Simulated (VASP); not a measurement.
# CdF2 (Fm-3m) in VASP: notebook

CdF2 is run at these levels: PBE; tasks: single point, relaxation of cell and atoms.

Program: VASP 6.6.1. These are calculated values, not measurements. Logs are shortened: lines on timing, memory, paths and dates and some standing lists are left out, and cuts for length are marked.

### Step 1. The cell of the first run

The structure is cubic, space group Fm-3m (No. 225). The conventional cell has a = 5.401 Å, b = 5.401 Å, c = 5.401 Å, α = 90.00°, β = 90.00°, γ = 90.00°. Within 3.1 Å of Cd (site symmetry m-3m) lie 8 F at 2.34 Å. Within 3.1 Å of F (site symmetry -43m) lie 4 Cd at 2.34 Å and 6 F at 2.70 Å.

### Step 2. Single point, PBE

INCAR

```
PREC = Accurate
ENCUT = 600
EDIFF = 1E-6
ISMEAR = 0
SIGMA = 0.1
LREAL = F
LASPH = T
NELM = 120
ALGO = Normal
ISIF = 2
LWAVE = F
LCHARG = F
GGA = PE
NBANDS = 20
GGA_COMPAT = F
```

KPOINTS

```
Automatic mesh
0
Gamma
  6 6 6
```

POSCAR

```
CdF2
1.0
    0.0000000000      2.7005190000      2.7005190000
    2.7005190000      0.0000000000      2.7005190000
    2.7005190000      2.7005190000      0.0000000000
Cd F
1 2
Direct
    0.0000000000      0.0000000000      0.0000000000
    0.2500000000      0.2500000000      0.2500000000
    0.7500000000      0.7500000000      0.7500000000
```

Potentials or basis: VASP PAW PBE potentials, release 64 (Cd, F).

Command:

```bash
cat potpaw_PBE.64/Cd/POTCAR potpaw_PBE.64/F/POTCAR > POTCAR
mpirun -np 1 vasp_std > vasp.out
```

OUTCAR:

```text
PREC = Accurate
   ENCUT = 600
   EDIFF = 1E-6
   ISMEAR = 0
   LREAL = F
   LASPH = T
   NELM = 120
   ISIF = 2
   GGA = PE

 ion  position               nearest neighbor table
   1  0.000  0.000  0.000-   3 2.34   3 2.34   3 2.34   2 2.34   3 2.34   2 2.34   2 2.34   2 2.34

   2  0.250  0.250  0.250-   1 2.34   1 2.34   1 2.34   1 2.34
   3  0.750  0.750  0.750-   1 2.34   1 2.34   1 2.34   1 2.34

  LATTYP: Found a face centered cubic cell.
 ALAT       =     5.4010380000

  Lattice vectors:

 A1 = (   0.0000000000,   2.7005190000,   2.7005190000)
 A2 = (   2.7005190000,   0.0000000000,   2.7005190000)
 A3 = (   2.7005190000,   2.7005190000,   0.0000000000)

Analysis of symmetry for initial positions (statically):
=====================================================================
 Subroutine PRICEL returns:
 Original cell was already a primitive cell.

 Routine SETGRP: Setting up the symmetry group for a
 face centered cubic supercell.

 Subroutine GETGRP returns: Found 48 space group operations
 (whereof 48 operations were pure point group operations)
 out of a pool of 48 trial point group operations.

The static configuration has the point symmetry O_h .

Analysis of symmetry for dynamics (positions and initial velocities):
=====================================================================
 Subroutine PRICEL returns:
 Original cell was already a primitive cell.

 Routine SETGRP: Setting up the symmetry group for a
 face centered cubic supercell.

 Subroutine GETGRP returns: Found 48 space group operations
 (whereof 48 operations were pure point group operations)
 out of a pool of 48 trial point group operations.

The dynamic configuration has the point symmetry O_h .

 Subroutine INISYM returns: Found 48 space group operations
 (whereof 48 operations are pure point group operations),
 and found     1 'primitive' translations

----------------------------------------------------------------------------------------

                                     Primitive cell

  volume of cell :      39.3887

  direct lattice vectors                    reciprocal lattice vectors
     0.000000000  2.700519000  2.700519000    -0.185149595  0.185149595  0.185149595
     2.700519000  0.000000000  2.700519000     0.185149595 -0.185149595  0.185149595
     2.700519000  2.700519000  0.000000000     0.185149595  0.185149595 -0.185149595

[... 73 lines left out ...]
   LASPH  =      T    aspherical Exc in radial PAW
   ENCUT  =  600.0 eV  44.10 Ry    6.64 a.u.   7.63  7.63  7.63*2*pi/ulx,y,z
   NELM   =    120;   NELMIN=  2; NELMDL= -5     # of ELM steps
   EDIFF  = 0.1E-05   stopping-criterion for ELM
   LREAL  =      F    real-space projection
   EDIFFG = 0.1E-04   stopping-criterion for IOM
   NSW    =      0    number of steps for IOM
   IBRION =     -1    ionic relax: 0-MD 1-quasi-New 2-CG
   NFREE  =      0    steps in history (QN), initial steepest desc. (CG)
   ISIF   =      2    stress and relaxation
   ISYM   =      2    0-nonsym 1-usesym 2-fastsym
   POTIM  = 0.5000    time-step for ionic-motion
   TEBEG  =    0.0;   TEEND  =   0.0 temperature during run
   PSTRESS=    0.0 pullay stress
   NELECT =      26.0000    total number of electrons
   NUPDOWN=      -1.0000    fix difference up-down
   EMIN   =  10.00;   EMAX   =-10.00  energy-range for DOS
   EFERMI =   0.00;   METHOD = LEGACY
   ISMEAR =     0;   SIGMA  =   0.10  broadening in eV -4-tet -1-fermi 0-gaus
   EFERMI_NEDOS =   21; number of points for ismear=-14 and -15
   IALGO  =     38    algorithm
   IMIX   =      4    mixing-type and parameters
     AMIX     =   0.40;   BMIX     =  1.00
     AMIX_MAG =   1.60;   BMIX_MAG =  1.00
  volume/ion in A,a.u.               =      13.13        88.60
  Fermi-wavevector in a.u.,A,eV,Ry     =   1.425417  2.693648 27.644517  2.031815
  Thomas-Fermi vector in A             =   2.545804
   LORBIT       =      0    0 simple, 1 ext, 2 COOP (PROOUT), +10 PAW based schemes
   GGA     = PE    functional components
   LHFCALC =     F    Hartree Fock is set to
   AEXX    =    0.0000 exact exchange contribution
   IVDW    =     0    specifies the selected vdW correction
   LEPSILON=     F    determine dielectric tensor
   LRPA    =     F    only Hartree local field effects (RPA)
 non-spin polarized calculation
 Gauss-broadening in eV      SIGMA  =   0.10
  energy-cutoff  :      600.00
  volume of cell :       39.39
 maximum number of plane-waves:      1363
 NGX is ok and might be reduce to    32
   NGX = 15   NGY = 15   NGZ = 15

 number of electron      25.9999990 magnetization

 Free energy of the ion-electron system (eV)
  ---------------------------------------------------
  ext. energy  EPLUGINS =         0.00000000
  ---------------------------------------------------
  free energy    TOTEN  =       -10.87373955 eV

  energy without entropy =      -10.87373955  energy(sigma->0) =      -10.87373955

 E-fermi :  -0.8505     XC(G=0): -10.3724

 val. band max:       -1.3881153542   @ k =  -0.3333   0.5000   0.1667
 cond. band min:       1.6750814693   @ k =   0.0000   0.0000   0.0000
 fundamental gap:      3.0631968235
 Fermi energy:        -0.8504780129

 k-point     1 :       0.0000    0.0000    0.0000
  band No.  band energies     occupation
      1     -22.1339      2.00000
      2     -21.0487      2.00000
      3      -6.9615      2.00000
      4      -6.9615      2.00000
      5      -6.9615      2.00000
      6      -5.7850      2.00000
[... 357 lines left out ...]
     19      18.8397      0.00000
     20      19.2703      0.00000

------------------------ aborting loop because EDIFF is reached ----------------------------------------

  FORCE on cell =-STRESS in cart. coord.  units (eV):
  Direction    XX          YY          ZZ          XY          YZ          ZX
  --------------------------------------------------------------------------------------
  -------------------------------------------------------------------------------------
  Total        1.2639348      1.2639348      1.2639348      0.0000000      0.0000000      0.0000000
  in kB       51.4118869     51.4118869     51.4118869      0.0000000      0.0000000      0.0000000
  external PRESSURE =      51.4118869 kB  Pullay stress =       0.0000000 kB

 VOLUME and BASIS-vectors are now :
 -----------------------------------------------------------------------------
  energy-cutoff  :      600.00
  volume of cell :       39.39
      direct lattice vectors                 reciprocal lattice vectors
     0.000000000  2.700519000  2.700519000    -0.185149595  0.185149595  0.185149595
     2.700519000  0.000000000  2.700519000     0.185149595 -0.185149595  0.185149595
     2.700519000  2.700519000  0.000000000     0.185149595  0.185149595 -0.185149595

 POSITION                                       TOTAL-FORCE (eV/Angst)
 -----------------------------------------------------------------------------------
      0.00000      0.00000      0.00000         0.000000     -0.000000      0.000000
      1.35026      1.35026      1.35026         0.000000      0.000000     -0.000000
      4.05078      4.05078      4.05078        -0.000000     -0.000000      0.000000
 -----------------------------------------------------------------------------------
    total drift:                                0.000000     -0.000000      0.000000

  FREE ENERGIE OF THE ION-ELECTRON SYSTEM (eV)
  ---------------------------------------------------
  free  energy   TOTEN  =       -10.8737395493 eV

  energy  without entropy=      -10.8737395493  energy(sigma->0) =      -10.87373955
```

stdout:

```text
POSCAR found type information on POSCAR CdF
 POSCAR found :  2 types and       3 ions
 scaLAPACK will be used
 LDA part: xc-table for (Slater+PW92), standard interpolation
 POSCAR, INCAR and KPOINTS ok, starting setup
 FFT: planning ... GRIDC
 FFT: planning ... GRID_SOFT
 FFT: planning ... GRID
 WAVECAR not read
 entering main loop
```

It took 23 s on 1 thread of Intel Xeon 8259CL, shared host; peak memory 0.18 GiB.

What came out:

```
Free energy            : -10.8737 eV
Pressure               : 5.1 GPa
Band gap on the k mesh : 3.06 eV, indirect (least direct gap 3.55 eV)
```

### Step 3. Single point, PBE

This run uses another cell than the first one, of 13.72 Å³/atom, 1.045 times its volume.

INCAR

```
PREC = Accurate ; ENCUT = 600
EDIFF = 1E-6 ; ISMEAR = 0
SIGMA = 0.1 ; LREAL = F
LASPH = T ; NELM = 120
ALGO = Normal ; ISIF = 2
LWAVE = F ; LCHARG = F
GGA = PE ; NBANDS = 20
GGA_COMPAT = F
```

KPOINTS is that of step 2.

POSCAR

```
CdF2
1.0
    0.0000000000      2.7401552375      2.7401552375
    2.7401552375      0.0000000000      2.7401552375
    2.7401552375      2.7401552375      0.0000000000
Cd F
1 2
Direct
    0.0000000000      0.0000000000      0.0000000000
    0.2500000000      0.2500000000      0.2500000000
    0.7500000000      0.7500000000      0.7500000000
```

Potentials or basis: VASP PAW PBE potentials, release 64 (Cd, F).

Command:

```bash
cat potpaw_PBE.64/Cd/POTCAR potpaw_PBE.64/F/POTCAR > POTCAR
mpirun -np 1 vasp_std > vasp.out
```

OUTCAR:

```text
PREC = Accurate
   ENCUT = 600
   EDIFF = 1E-6
   ISMEAR = 0
   LREAL = F
   LASPH = T
   NELM = 120
   ISIF = 2
   GGA = PE

 ion  position               nearest neighbor table
   1  0.000  0.000  0.000-   3 2.37   3 2.37   3 2.37   2 2.37   3 2.37   2 2.37   2 2.37   2 2.37

   2  0.250  0.250  0.250-   1 2.37   1 2.37   1 2.37   1 2.37
   3  0.750  0.750  0.750-   1 2.37   1 2.37   1 2.37   1 2.37

  LATTYP: Found a face centered cubic cell.
 ALAT       =     5.4803104750

  Lattice vectors:

 A1 = (   0.0000000000,   2.7401552375,   2.7401552375)
 A2 = (   2.7401552375,   0.0000000000,   2.7401552375)
 A3 = (   2.7401552375,   2.7401552375,   0.0000000000)

Analysis of symmetry for initial positions (statically):
=====================================================================
 Subroutine PRICEL returns:
 Original cell was already a primitive cell.

 Routine SETGRP: Setting up the symmetry group for a
 face centered cubic supercell.

 Subroutine GETGRP returns: Found 48 space group operations
 (whereof 48 operations were pure point group operations)
[... 153 lines left out ...]
  free energy    TOTEN  =       -10.90844623 eV

  energy without entropy =      -10.90844623  energy(sigma->0) =      -10.90844623

 E-fermi :  -1.2299     XC(G=0): -10.1374

 val. band max:       -1.7008924563   @ k =  -0.3333   0.5000   0.1667
 cond. band min:       1.2064946048   @ k =   0.0000   0.0000   0.0000
 fundamental gap:      2.9073870611
 Fermi energy:        -1.2299445059

 k-point     1 :       0.0000    0.0000    0.0000
  band No.  band energies     occupation
      1     -22.2192      2.00000
      2     -21.2490      2.00000
      3      -7.1639      2.00000
      4      -7.1639      2.00000
      5      -7.1639      2.00000
      6      -6.1664      2.00000
[... 357 lines left out ...]
     19      18.1625      0.00000
     20      18.5458      0.00000

------------------------ aborting loop because EDIFF is reached ----------------------------------------

  FORCE on cell =-STRESS in cart. coord.  units (eV):
  Direction    XX          YY          ZZ          XY          YZ          ZX
  --------------------------------------------------------------------------------------
  -------------------------------------------------------------------------------------
  Total        0.1127062      0.1127062      0.1127062      0.0000000      0.0000000      0.0000000
  in kB        4.3883666      4.3883666      4.3883666      0.0000000      0.0000000      0.0000000
  external PRESSURE =       4.3883666 kB  Pullay stress =       0.0000000 kB

 VOLUME and BASIS-vectors are now :
 -----------------------------------------------------------------------------
  energy-cutoff  :      600.00
  volume of cell :       41.15
      direct lattice vectors                 reciprocal lattice vectors
     0.000000000  2.740155237  2.740155237    -0.182471414  0.182471414  0.182471414
     2.740155237  0.000000000  2.740155237     0.182471414 -0.182471414  0.182471414
     2.740155237  2.740155237  0.000000000     0.182471414  0.182471414 -0.182471414

 POSITION                                       TOTAL-FORCE (eV/Angst)
 -----------------------------------------------------------------------------------
      0.00000      0.00000      0.00000         0.000000     -0.000000      0.000000
      1.37008      1.37008      1.37008        -0.000000      0.000000     -0.000000
      4.11023      4.11023      4.11023         0.000000     -0.000000      0.000000
 -----------------------------------------------------------------------------------
    total drift:                                0.000000     -0.000000      0.000000

  FREE ENERGIE OF THE ION-ELECTRON SYSTEM (eV)
  ---------------------------------------------------
  free  energy   TOTEN  =       -10.9084462308 eV

  energy  without entropy=      -10.9084462308  energy(sigma->0) =      -10.90844623
```

stdout:

```text
POSCAR found type information on POSCAR CdF
 POSCAR found :  2 types and       3 ions
 scaLAPACK will be used
 LDA part: xc-table for (Slater+PW92), standard interpolation
 POSCAR, INCAR and KPOINTS ok, starting setup
 FFT: planning ... GRIDC
 FFT: planning ... GRID_SOFT
 FFT: planning ... GRID
 WAVECAR not read
 entering main loop
```

It took 29 s on 1 thread of Intel Xeon 8259CL, shared host; peak memory 0.17 GiB.

Results:

* Free energy: -10.9084 eV
* Pressure: 0.4 GPa
* Band gap on the k mesh: 2.91 eV, indirect (least direct gap 3.45 eV)

Levels at points of the mesh, in eV from the valence-band top:
```
           k point  band 11  band 12  band 13  band 14  band 15  band 16
(0.00, 0.00, 0.00)    -0.54    -0.54    -0.54     2.91    12.47    12.47
(0.50, 0.00, 0.00)    -1.64    -0.41    -0.41     6.81     9.00    14.07
(0.50, 0.50, 0.00)    -0.39    -0.06    -0.06     7.61     9.39    11.83
```

### Step 4. Relaxation of cell and atoms, PBE

INCAR

```
SYSTEM = CdF2
  ALGO = Normal
  EDIFF = 1E-7
  EDIFFG = -0.04
  ENCUT = 600
  GGA = PE
  GGA_COMPAT = .False.
  IBRION = 2
  ISIF = 3
  ISMEAR = 0
  LASPH = .True.
  LCHARG = .False.
  LREAL = .False.
  LWAVE = .False.
  NELM = 120
  NELMIN = 4
  NSW = 60
  PREC = Accurate
  SIGMA = 0.1
```

KPOINTS

```
k-points
0
Gamma
  6 6 6
  0 0 0
```

POSCAR

```
CdF2
1.0
    0.0000000000      2.7005190000      2.7005190000
    2.7005190000      0.0000000000      2.7005190000
    2.7005190000      2.7005190000      0.0000000000
Cd F
1 2
Direct
    0.0000000000      0.0000000000      0.0000000000
    0.2500000000      0.2500000000      0.2500000000
    0.7500000000      0.7500000000      0.7500000000
```

Command:

```bash
cat potpaw_PBE.64/Cd/POTCAR potpaw_PBE.64/F/POTCAR > POTCAR
mpirun -np 1 vasp_std > vasp.out
```

Wall time 62 s (1 thread of Intel Xeon 8259CL, shared host); peak memory 0.19 GiB.

It converged, with:

| Item | Value |
| --- | --- |
| Free energy | -10.9038 eV |
| Relaxed volume | 13.79 Å³/atom |
| Relaxed cell | a = 3.882 Å, b = 3.882 Å, c = 3.882 Å, α = 60.00°, β = 60.00°, γ = 60.00° |
| Space group after relaxing (to 0.05 Å) | Fm-3m (No. 225) |
| Energy gained by relaxing | 10.0 meV/atom |
| Ionic steps | 3 |
| Pressure after relaxing | 0.0 GPa |
| Band gap on the k mesh | 2.89 eV, indirect (least direct gap 3.43 eV) |

Step by step:
```csv
step,energy change (eV),largest force (eV/Å),pressure (GPa),volume (Å³)
1,0.0000,0.0000,5.12,39.39
2,-0.0285,0.0000,-1.03,41.83
3,-0.0301,0.0000,0.01,41.36
```

Final structure:
```
CELL_PARAMETERS angstrom
0.00000 2.74474 2.74474
2.74474 0.00000 2.74474
2.74474 2.74474 0.00000
ATOMIC_POSITIONS crystal
Cd 0.00000 0.00000 0.00000
F 0.25000 0.25000 0.25000
F 0.75000 0.75000 0.75000
```

Levels at points of the mesh, in eV from the valence-band top:
| k point | band 10 | band 11 | band 12 | band 13 | band 14 | band 15 | band 16 | band 17 |
| --- | --- | --- | --- | --- | --- | --- | --- | --- |
| (0.00, 0.00, 0.00) | -0.82 | -0.54 | -0.54 | -0.54 | 2.89 | 12.45 | 12.45 | 12.45 |
| (0.50, 0.00, 0.00) | -1.62 | -1.62 | -0.41 | -0.41 | 6.77 | 8.99 | 14.03 | 14.03 |
| (0.50, 0.50, 0.00) | -2.66 | -0.38 | -0.06 | -0.06 | 7.56 | 9.37 | 11.82 | 13.80 |

A k mesh can miss the band edges. PBE gaps usually lie below the measured ones, often by a third to a half.

### Step 5. The runs side by side

| task | cell | gap on the mesh (eV) | pressure (GPa) |
| --- | --- | --- | --- |
| single point | a = 3.819 Å, angles 60.0°, 3 atoms | 3.06 | 5.1 |
| single point | a = 3.875 Å, angles 60.0°, 3 atoms | 2.91 | 0.4 |
| relaxation of cell and atoms | relaxed from a = 3.819 Å, angles 60.0°, 3 atoms | 2.89 | 0.0 |

Alike in all rows: level PBE; potentials or basis VASP PAW PBE potentials, release 64 (Cd, F); no spin polarisation; k mesh 6 × 6 × 6; cutoff (eV) 600; smearing gaussian 0.1 eV.

Absolute energies hang on the potentials; compare differences alone.
